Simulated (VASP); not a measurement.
HfN: single point with PBEsol

The system is HfN.

```
Hf N
1.0
     0.00000    2.41850    2.41850
     2.41850    0.00000    2.41850
     2.41850    2.41850    0.00000
Hf N
1 1
Direct
  0.00000 0.00000 0.00000
  0.25000 0.25000 0.25000
```

```yaml
Program: VASP 6.6.1
Task: single point
Functional: PBEsol
Potentials_or_basis: VASP PAW PBE potentials, release 64 (Hf_pv, N)
Cutoff: 600 eV
k_mesh: 11 × 11 × 11
Occupations: fermi-dirac, width 0.1 eV
Spin: no spin polarisation
```

| Item | Value |
| --- | --- |
| Pressure | 3.1 GPa |
| Band gap on the k mesh | zero (an odd number of electrons rules out a gap without spin polarisation) |

Levels at points of the mesh, in eV from the Fermi level:
| k point | band 5 | band 6 | band 7 | band 8 | band 9 | band 10 |
| --- | --- | --- | --- | --- | --- | --- |
| (0.00, 0.00, 0.00) | -5.66 | -5.66 | -5.66 | -0.62 | 2.32 | 2.32 |

It took 12 s on 1 thread of Intel(R) Xeon(R) 6975P-C (Granite Rapids), on a shared host, peak memory 0.17 GiB.

Caveat: the cell stands under pressure; the PAW data sets were made with another functional, which shifts forces and pressure a little; spin-orbit coupling is left out, which moves the levels of the heavy elements.
